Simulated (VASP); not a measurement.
# WS2 (R3m) in VASP: notebook

The runs below take WS2 through single point, with PBEsol.

Program: VASP 6.6.1. These are calculated values, not measurements. Logs are shortened: lines on timing, memory, paths and dates and some standing lists are left out, and cuts for length are marked.

## (1) The cell of the first run

It takes space group R3m (No. 160, trigonal). The conventional cell has a = 3.158 Å, b = 3.158 Å, c = 18.490 Å, α = 90.00°, β = 90.00°, γ = 120.00°. Within 3.2 Å of W (site symmetry 3m) lie 6 S at 2.39 to 2.42 Å and 6 W at 3.16 Å. S (site symmetry 3m) has 3 W at 2.39 Å and 7 S at 3.13 to 3.16 Å within 3.2 Å. S (site symmetry 3m) has 3 W at 2.42 Å and 7 S at 3.13 to 3.16 Å within 3.2 Å.

## (2) Single point, PBEsol

The input, INCAR:

```
SYSTEM = WS2
PREC     = Accurate       ! precision mode
ENCUT    = 520            ! plane-wave cutoff, eV
EDIFF    = 1E-6           ! SCF threshold, eV
ISMEAR   = -1             ! smearing method
SIGMA    = 0.05           ! smearing width, eV
LREAL    = .False.        ! projectors in reciprocal space
LASPH    = .True.         ! aspherical terms in the spheres
NELM     = 100            ! most SCF steps
ALGO     = Normal         ! electronic algorithm
ISIF     = 2              ! what is computed and relaxed
LWAVE    = .False.        ! write WAVECAR
LCHARG   = .False.        ! write CHGCAR
GGA      = PS             ! functional
NBANDS   = 20             ! bands
```

The input, KPOINTS:

```
Automatic mesh
0
Gamma
  3 3 3
  0 0 0
```

The input, POSCAR:

```
WS2
1.0
    1.5790000000      0.9116360800      6.1633333300
   -1.5790000000      0.9116360800      6.1633333300
    0.0000000000     -1.8232721500      6.1633333300
W S
1 2
Direct
    0.0000000000      0.0000000000      0.0000000000
    0.2497000000      0.2497000000      0.2497000000
    0.4190000000      0.4190000000      0.4190000000
```

Potentials or basis: VASP PAW PBE potentials, release 64 (W_sv, S).

The run is started by

```bash
$ cat potpaw_PBE.64/W_sv/POTCAR potpaw_PBE.64/S/POTCAR > POTCAR
$ mpirun -np 1 vasp_std > vasp.out
```

OUTCAR:

```text
SYSTEM = WS2
   PREC = Accurate
   ENCUT = 520
   EDIFF = 1E-6
   ISMEAR = -1
   LREAL = .False.
   LASPH = .True.
   NELM = 100
   ISIF = 2
   GGA = PS

 ion  position               nearest neighbor table
   1  0.000  0.000  0.000-   2 2.39   2 2.39   2 2.39   3 2.42   3 2.42   3 2.42
   2  0.250  0.250  0.250-   1 2.39   1 2.39   1 2.39
   3  0.419  0.419  0.419-   1 2.42   1 2.42   1 2.42

  LATTYP: Found a trigonal (rhomboedric) cell.
 ALAT       =     6.4273633069
 COS(alpha) =     0.8792940833

  Lattice vectors:

 A1 = (   1.5790000000,   0.9116360800,   6.1633333300)
 A2 = (  -1.5790000000,   0.9116360800,   6.1633333300)
 A3 = (   0.0000000000,  -1.8232721500,   6.1633333300)

Analysis of symmetry for initial positions (statically):
=====================================================================
 Subroutine PRICEL returns:
 Original cell was already a primitive cell.

 Routine SETGRP: Setting up the symmetry group for a
 trigonal (rhombohedral) supercell.

 Subroutine GETGRP returns: Found  6 space group operations
 (whereof  6 operations were pure point group operations)
 out of a pool of 12 trial point group operations.

The static configuration has the point symmetry C_3v.

Analysis of symmetry for dynamics (positions and initial velocities):
=====================================================================
 Subroutine PRICEL returns:
 Original cell was already a primitive cell.

 Routine SETGRP: Setting up the symmetry group for a
 trigonal (rhombohedral) supercell.

 Subroutine GETGRP returns: Found  6 space group operations
 (whereof  6 operations were pure point group operations)
 out of a pool of 12 trial point group operations.

The dynamic configuration has the point symmetry C_3v.

 Subroutine INISYM returns: Found  6 space group operations
 (whereof  6 operations are pure point group operations),
 and found     1 'primitive' translations

----------------------------------------------------------------------------------------

                                     Primitive cell

  volume of cell :      53.2317

  direct lattice vectors                    reciprocal lattice vectors
     1.579000000  0.911636080  6.163333330     0.316656111  0.182821491  0.054083288
    -1.579000000  0.911636080  6.163333330    -0.316656111  0.182821491  0.054083288
     0.000000000 -1.823272150  6.163333330     0.000000000 -0.365642982  0.054083288

  length of vectors
     6.427363307  6.427363307  6.427363306     0.369621147  0.369621147  0.369621147

  position of ions in fractional coordinates (direct lattice)
     0.000000000  0.000000000  0.000000000
     0.249700000  0.249700000  0.249700000
     0.419000000  0.419000000  0.419000000

  ion indices of the primitive-cell ions
   primitive index   ion index
                 1           1
                 2           2
                 3           3

----------------------------------------------------------------------------------------

 KPOINTS: Automatic mesh

Automatic generation of k-mesh.
 Grid dimensions read from file:
 generate k-points for:    3    3    3

 Generating k-lattice:

  Cartesian coordinates                     Fractional coordinates (reciprocal lattice)
     0.105552037  0.060940497  0.018027763     0.333333333  0.000000000  0.000000000
    -0.105552037  0.060940497  0.018027763     0.000000000  0.333333333  0.000000000
     0.000000000 -0.121880994  0.018027763     0.000000000  0.000000000  0.333333333

  Length of vectors
     0.123207049  0.123207049  0.123207049

  Shift w.r.t. Gamma in fractional coordinates (k-lattice)
     0.000000000  0.000000000  0.000000000

 Subroutine IBZKPT returns following result:
 ===========================================

 Found      6 irreducible k-points:

 Following reciprocal coordinates:
            Coordinates               Weight
  0.000000  0.000000  0.000000      1.000000
  0.333333 -0.000000  0.000000      6.000000
  0.333333  0.333333  0.000000      6.000000
 -0.333333  0.333333  0.000000      6.000000
  0.333333  0.333333  0.333333      2.000000
 -0.333333  0.333333  0.333333      6.000000
   k-points           NKPTS =      6   k-points in BZ     NKDIM =      6   number of bands    NBANDS=     20
   number of dos      NEDOS =    301   number of ions     NIONS =      3
   total plane-waves  NPLWV = 110592
   dimension x,y,z NGX =    48 NGY =   48 NGZ =   48
   dimension x,y,z NGXF=    96 NGYF=   96 NGZF=   96
   ions per type =               1   2
   NGX,Y,Z   is equivalent  to a cutoff of  12.42, 12.42, 12.42 a.u.
   NGXF,Y,Z  is equivalent  to a cutoff of  24.83, 24.83, 24.83 a.u.
 SYSTEM =  WS2
   PREC   = accura    normal or accurate (medium, high low for compatibility)
   ISTART =      0    job   : 0-new  1-cont  2-samecut
   ICHARG =      2    charge: 1-file 2-atom 10-const
   ISPIN  =      1    spin polarized calculation?
   LNONCOLLINEAR =      F non collinear calculations
   LSORBIT =      F    spin-orbit coupling
   LASPH  =      T    aspherical Exc in radial PAW
   ENCUT  =  520.0 eV  38.22 Ry    6.18 a.u.  11.95 11.95 11.95*2*pi/ulx,y,z
   NELM   =    100;   NELMIN=  2; NELMDL= -5     # of ELM steps
   EDIFF  = 0.1E-05   stopping-criterion for ELM
   LREAL  =      F    real-space projection
   EDIFFG = 0.1E-04   stopping-criterion for IOM
   NSW    =      0    number of steps for IOM
   IBRION =     -1    ionic relax: 0-MD 1-quasi-New 2-CG
   NFREE  =      0    steps in history (QN), initial steepest desc. (CG)
   ISIF   =      2    stress and relaxation
   ISYM   =      2    0-nonsym 1-usesym 2-fastsym
   POTIM  = 0.5000    time-step for ionic-motion
   TEBEG  =    0.0;   TEEND  =   0.0 temperature during run
   PSTRESS=    0.0 pullay stress
   NELECT =      26.0000    total number of electrons
   NUPDOWN=      -1.0000    fix difference up-down
   EMIN   =  10.00;   EMAX   =-10.00  energy-range for DOS
   EFERMI =   0.00;   METHOD = LEGACY
   ISMEAR =    -1;   SIGMA  =   0.05  broadening in eV -4-tet -1-fermi 0-gaus
   EFERMI_NEDOS =   21; number of points for ismear=-14 and -15
   IALGO  =     38    algorithm
   IMIX   =      4    mixing-type and parameters
     AMIX     =   0.40;   BMIX     =  1.00
     AMIX_MAG =   1.60;   BMIX_MAG =  1.00
  volume/ion in A,a.u.               =      17.74       119.74
  Fermi-wavevector in a.u.,A,eV,Ry     =   1.289266  2.436359 22.615687  1.662206
  Thomas-Fermi vector in A             =   2.421169
   LORBIT       =      0    0 simple, 1 ext, 2 COOP (PROOUT), +10 PAW based schemes
   GGA     = PS    functional components
   LHFCALC =     F    Hartree Fock is set to
   AEXX    =    0.0000 exact exchange contribution
   IVDW    =     0    specifies the selected vdW correction
   LEPSILON=     F    determine dielectric tensor
   LRPA    =     F    only Hartree local field effects (RPA)
 non-spin polarized calculation
  energy-cutoff  :      520.00
  volume of cell :       53.23
 maximum number of plane-waves:      1443
   NGX = 23   NGY = 23   NGZ = 23

 number of electron      26.0000001 magnetization

 Free energy of the ion-electron system (eV)
  ---------------------------------------------------
  ext. energy  EPLUGINS =         0.00000000
  ---------------------------------------------------
  free energy    TOTEN  =       -25.20375586 eV

  energy without entropy =      -25.20375556  energy(sigma->0) =      -25.20375571

 E-fermi :   7.9354     XC(G=0): -11.1188

 val. band max:        7.2592780556   @ k =   0.3333   0.3333   0.3333
 cond. band min:       8.6665361626   @ k =  -0.3333   0.3333   0.0000
 fundamental gap:      1.4072581070
 Fermi energy:         7.9354446363

 k-point     1 :       0.0000    0.0000    0.0000
  band No.  band energies     occupation
      1     -67.0798      2.00000
      2     -31.4132      2.00000
      3     -31.1476      2.00000
      4     -31.1476      2.00000
      5      -8.2562      2.00000
      6      -6.2563      2.00000
[... 12 lines left out ...]
     19      15.1325      0.00000
     20      15.7958      0.00000

 k-point     2 :       0.3333   -0.0000    0.0000
  band No.  band energies     occupation
      1     -67.0656      2.00000
      2     -31.4240      2.00000
      3     -31.3622      2.00000
      4     -31.2125      2.00000
      5      -6.6841      2.00000
      6      -5.8050      2.00000
[... 12 lines left out ...]
     19      14.7084      0.00000
     20      15.1608      0.00000

 k-point     3 :       0.3333    0.3333    0.0000
  band No.  band energies     occupation
      1     -67.0656      2.00000
      2     -31.4240      2.00000
      3     -31.3622      2.00000
      4     -31.2125      2.00000
      5      -6.6269      2.00000
      6      -5.8868      2.00000
[... 12 lines left out ...]
     19      14.5456      0.00000
     20      15.7701      0.00000

 k-point     4 :      -0.3333    0.3333    0.0000
  band No.  band energies     occupation
      1     -67.0585      2.00000
      2     -31.4216      2.00000
      3     -31.3847      2.00000
      4     -31.3366      2.00000
      5      -5.5943      2.00000
      6      -5.4791      2.00000
[... 12 lines left out ...]
     19      14.3739      0.00000
     20      16.3293      0.00000

 k-point     5 :       0.3333    0.3333    0.3333
  band No.  band energies     occupation
      1     -67.0798      2.00000
      2     -31.4133      2.00000
      3     -31.1476      2.00000
      4     -31.1476      2.00000
      5      -8.0919      2.00000
      6      -6.5829      2.00000
[... 12 lines left out ...]
     19      15.4941      0.00000
     20      16.6581      0.00000

 k-point     6 :      -0.3333    0.3333    0.3333
  band No.  band energies     occupation
      1     -67.0656      2.00000
      2     -31.4240      2.00000
      3     -31.3622      2.00000
      4     -31.2125      2.00000
      5      -6.5180      2.00000
      6      -6.0210      2.00000
[... 12 lines left out ...]
     19      14.8331      0.00000
     20      16.2630      0.00000

------------------------ aborting loop because EDIFF is reached ----------------------------------------

  FORCE on cell =-STRESS in cart. coord.  units (eV):
  Direction    XX          YY          ZZ          XY          YZ          ZX
  --------------------------------------------------------------------------------------
  -------------------------------------------------------------------------------------
  Total       -0.0388515     -0.0388515     -0.2441339      0.0000000     -0.0000000      0.0000000
  in kB       -1.1693590     -1.1693590     -7.3479839      0.0000000     -0.0000000      0.0000000
  external PRESSURE =      -3.2289006 kB  Pullay stress =       0.0000000 kB

 VOLUME and BASIS-vectors are now :
 -----------------------------------------------------------------------------
  energy-cutoff  :      520.00
  volume of cell :       53.23
      direct lattice vectors                 reciprocal lattice vectors
     1.579000000  0.911636080  6.163333330     0.316656111  0.182821491  0.054083288
    -1.579000000  0.911636080  6.163333330    -0.316656111  0.182821491  0.054083288
     0.000000000 -1.823272150  6.163333330     0.000000000 -0.365642982  0.054083288

 POSITION                                       TOTAL-FORCE (eV/Angst)
 -----------------------------------------------------------------------------------
      0.00000      0.00000      0.00000         0.000000      0.000000      0.596259
      0.00000      0.00000      4.61695         0.000000     -0.000000     -0.001837
      0.00000      0.00000      7.74731         0.000000     -0.000000     -0.594422
 -----------------------------------------------------------------------------------
    total drift:                               -0.000000      0.000000      0.000010

  FREE ENERGIE OF THE ION-ELECTRON SYSTEM (eV)
  ---------------------------------------------------
  free  energy   TOTEN  =       -25.2037558640 eV

  energy  without entropy=      -25.2037555648  energy(sigma->0) =      -25.20375571
```

It took 27 s on 1 thread of Intel Xeon Platinum 8259CL at 2.50GHz (Skylake/Cascade Lake), shared host; peak memory 0.31 GiB.

Results:

```yaml
Free_energy: -25.2038 eV
Pressure: -0.3 GPa
Largest_force: 0.596 eV/Å
Band_gap_on_the_k_mesh: 1.41 eV (least direct gap 1.87 eV)
```

Forces in eV/Å, atoms in the order of the input:
```
W    0.000  0.000  0.596
S    0.000  0.000 -0.002
S    0.000  0.000 -0.594
```

Stress tensor (GPa, compression positive):
```
-0.12  0.00  0.00
 0.00 -0.12  0.00
 0.00  0.00 -0.73
```

Caveat: the k points lie up to 0.77 Å⁻¹ apart; the PAW data sets were made with another functional, which shifts forces and pressure a little; spin-orbit coupling is left out, which moves the levels of the heavy elements; an odd mesh through Γ misses points on the zone boundary, where band edges can lie.

## (3) Single point, PBEsol

The input, INCAR:

```
  PREC = Accurate
  ENCUT = 520
  EDIFF = 1E-7
  ISMEAR = -1
  SIGMA = 0.05
  LREAL = F
  LASPH = T
  NELM = 100
  ALGO = Normal
  ISIF = 2
  LWAVE = F
  LCHARG = T
  GGA = PS
  LELF = T
  LVHAR = T
  NBANDS = 20
```

The input, KPOINTS:

```
regular mesh
0
Gamma
  4 4 4
```

POSCAR is that of step 2.

Potentials or basis: VASP PAW PBE potentials, release 64 (W_sv, S).

The run is started by

```bash
$ cat potpaw_PBE.64/W_sv/POTCAR potpaw_PBE.64/S/POTCAR > POTCAR
$ mpirun -np 1 vasp_std > vasp.out
```

It took 48 s on 1 thread of Intel Xeon Platinum 8259CL at 2.50GHz (Skylake/Cascade Lake), shared host; peak memory 0.31 GiB.

Results (log left out):

* Free energy: -25.3178 eV
* Pressure: -0.9 GPa
* Largest force: 0.590 eV/Å
* Band gap on the k mesh: 1.34 eV (least direct gap 2.31 eV)

Forces in eV/Å, atoms in the order of the input:
```
W    0.000  0.000  0.590
S    0.000  0.000 -0.180
S    0.000  0.000 -0.411
```

Stress tensor (GPa, compression positive):
```
-1.23  0.00  0.00
 0.00 -1.23  0.00
 0.00  0.00 -0.31
```

Levels at points of the mesh, in eV from the valence-band top:
| k point | band 11 | band 12 | band 13 | band 14 | band 15 | band 16 |
| --- | --- | --- | --- | --- | --- | --- |
| (0.00, 0.00, 0.00) | -2.28 | -1.58 | -1.23 | 2.19 | 2.19 | 2.55 |
| (0.50, 0.00, 0.00) | -2.59 | -1.81 | -1.74 | 2.31 | 2.59 | 3.60 |
| (0.50, 0.50, 0.00) | -3.20 | -2.01 | -1.56 | 2.27 | 2.71 | 3.20 |
| (0.50, 0.50, 0.50) | -2.25 | -2.25 | 0.00 | 2.31 | 2.31 | 2.39 |

Caveat: the k points lie up to 0.58 Å⁻¹ apart; the PAW data sets were made with another functional, which shifts forces and pressure a little; spin-orbit coupling is left out, which moves the levels of the heavy elements. PBEsol gaps usually lie below the measured ones, often by a third to a half.
